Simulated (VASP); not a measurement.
Set up this calculation in VASP 6.6.1, as the native input.

```
Task                   : single point
Functional             : PBEsol
Potentials or basis    : VASP PAW PBE potentials, release 64 (Li_sv)
Cutoff                 : 520 eV
k mesh                 : 9 × 9 × 9
Occupations            : gaussian, width 0.1 eV
Spin                   : no spin polarisation
Dipole correction      : no
Further INCAR settings : ALGO = Normal; EDIFF = 1e-07; NBANDS = 8
```

The structure of Li lies in POSCAR:

```
Li
1.0
    2.4288877900      1.4023190194      0.9905276063
   -2.4288877900      1.4023190194      0.9905276063
    0.0000000000     -2.8046380388      0.9905276063
Li
1
Direct
    0.5000000000      0.5000000000      0.5000000000
```

One way to write it, as run:

INCAR

```
SYSTEM = Li
  ALGO = Normal
  EDIFF = 1E-7
  ENCUT = 520
  GGA = PS
  ISIF = 2
  ISMEAR = 0
  LASPH = .True.
  LCHARG = .False.
  LREAL = .False.
  LWAVE = .False.
  NBANDS = 8
  NELM = 80
  PREC = Accurate
  SIGMA = 0.1
```

KPOINTS

```
k-points
0
Gamma
  9 9 9
  0 0 0
```

Potentials or basis: VASP PAW PBE potentials, release 64 (Li_sv).

Run with:

```console
$ cat potpaw_PBE.64/Li_sv/POTCAR > POTCAR
$ mpirun -np 1 vasp_std > vasp.out
```

Run time: 8.2 s on 1 thread of Intel(R) Xeon(R) Platinum 8259CL CPU @ 2.50GHz (Skylake/Cascade Lake), with other jobs on the host, peak memory 0.13 GiB.
